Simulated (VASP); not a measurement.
**Re: single point with PBEsol**

Crystal: Re.

```
Re
1.0
    -1.54212    1.54212    1.54212
     1.54212   -1.54212    1.54212
     1.54212    1.54212   -1.54212
Re
1
Direct
  0.00000 0.00000 0.00000
```

This isn't the form of Re at room conditions, which is hcp.

```
Program             : VASP 6.6.1
Task                : single point
Functional          : PBEsol
Potentials or basis : VASP PAW PBE potentials, release 64 (Re)
Cutoff              : 600 eV
k mesh              : 10 × 10 × 10
Occupations         : gaussian, width 0.1 eV
Spin                : no spin polarisation
```

| Item | Value |
| --- | --- |
| Pressure | 0.3 GPa |
| Band gap on the k mesh | zero (an odd number of electrons rules out a gap without spin polarisation) |

Levels at points of the mesh, in eV from the Fermi level:
| k point | band 1 | band 2 | band 3 | band 4 | band 5 | band 6 |
| --- | --- | --- | --- | --- | --- | --- |
| (0.00, 0.00, 0.00) | -10.79 | -2.68 | -2.68 | -2.68 | 0.81 | 0.81 |
| (0.50, 0.00, 0.00) | -7.53 | -4.96 | 0.04 | 0.70 | 1.60 | 4.62 |
| (0.50, 0.50, 0.50) | -7.16 | -7.16 | 3.67 | 3.67 | 3.67 | 8.07 |

Run time: 8.6 s on 1 thread of Intel(R) Xeon(R) Platinum 8488C (Sapphire Rapids) (shared host), peak memory 0.14 GiB.

Caveat: the PAW data sets were made with another functional, which shifts forces and pressure a little; spin-orbit coupling is left out, which moves the levels of the heavy elements.
